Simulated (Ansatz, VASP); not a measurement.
# SrCl: VASP beside Ansatz

```
CELL_PARAMETERS angstrom
0.00000 3.00448 3.00448
3.00448 0.00000 3.00448
3.00448 3.00448 0.00000
ATOMIC_POSITIONS crystal
Sr 0.50000 0.50000 0.50000
Cl 0.00000 0.00000 0.00000
```

Alike in both runs: functional r2SCAN; k mesh 6 × 6 × 6; occupations gaussian, width 0.1 eV; no spin polarisation.

Ansatz relaxed the structure, and its values are those at the end. VASP's run is a single point on that final structure, the one shown.

|  | VASP | Ansatz |
| --- | --- | --- |
| version | VASP 6.6.1 | Ansatz 0.2.0 |
| potentials or method | VASP PAW PBE potentials, release 64 (Sr_sv, Cl), cutoff 520 eV | scalar-relativistic, plane waves, PAW |
| valence electrons in the cell | 17 | 17 |

Ansatz gave:

```
gap on the k mesh at the Fermi level (eV) : none
pressure (GPa)                            : 0.0
```

**Question.** What did VASP give for the same quantities?

**Answer.** gap on the k mesh at the Fermi level (eV): none; pressure (GPa): 0.1.

VASP's potentials were made for PBE, not for r2SCAN. A gap of «none» marks a metal or a gap that the smearing closes.
